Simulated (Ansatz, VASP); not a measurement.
One calculation of Yb, two programs

INCAR

```
ALGO = Normal ; EDIFF = 1E-6
ENCUT = 520 ; GGA = CA
ISIF = 2 ; ISMEAR = -1
LASPH = T ; LCHARG = F
LREAL = F ; LWAVE = F
NBANDS = 18 ; NELM = 60
PREC = Accurate ; SIGMA = 0.1
```

KPOINTS

```
k-points
0
Gamma
  13 13 13
```

Contents of POSCAR:

```
Yb
1.0
   -1.9668968386      1.9668968386      1.9668968386
    1.9668968386     -1.9668968386      1.9668968386
    1.9668968386      1.9668968386     -1.9668968386
Yb
1
Direct
    0.0000000000      0.0000000000      0.0000000000
```

Input for Ansatz:

```yaml
crystal:
  lattice:
    - [-1.9668968386, 1.9668968386, 1.9668968386]
    - [1.9668968386, -1.9668968386, 1.9668968386]
    - [1.9668968386, 1.9668968386, -1.9668968386]
  atoms:
    - { symbol: Yb, position: [0.0, 0.0, 0.0] }
hamiltonian:
  xc: lda
  pseudopotentials:
    kind: paw
    azcp:
      Yb: "pseudopotentials/Yb.paw.azcp"
basis:
  ecutwfc: 420
  fft_grid_basis: typed
kpoints:
  mp_grid: { grid: [13, 13, 13], shift: [0, 0, 0] }
magnetization:
  spin_polarized: false
scf:
  occupations: { method: fermi_dirac, width: 0.1 }
  lower_state_search: "off"
output:
  stress: true
```

Alike in both runs: task single point; functional LDA; k mesh 13 × 13 × 13; occupations fermi-dirac, width 0.1 eV; no spin polarisation.

```csv
,VASP,Ansatz
version,VASP 6.6.1,Ansatz 0.2.0
potentials or method,"VASP PAW PBE potentials, release 64 (Yb), cutoff 520 eV","plane waves (420 eV) with PAW, scalar-relativistic"
valence electrons in the cell,24,24
```

|  | VASP | Ansatz | Ansatz less VASP |
| --- | --- | --- | --- |
| pressure (GPa) | -1.0 | -1.0 | -0.03 |

VASP's potentials were made for PBE, not for LDA, and Ansatz warns of the same on its side. LDA's correlation is that of Perdew and Zunger in VASP and of Perdew and Wang (1992) in Ansatz.

Neither program's run includes spin-orbit coupling.
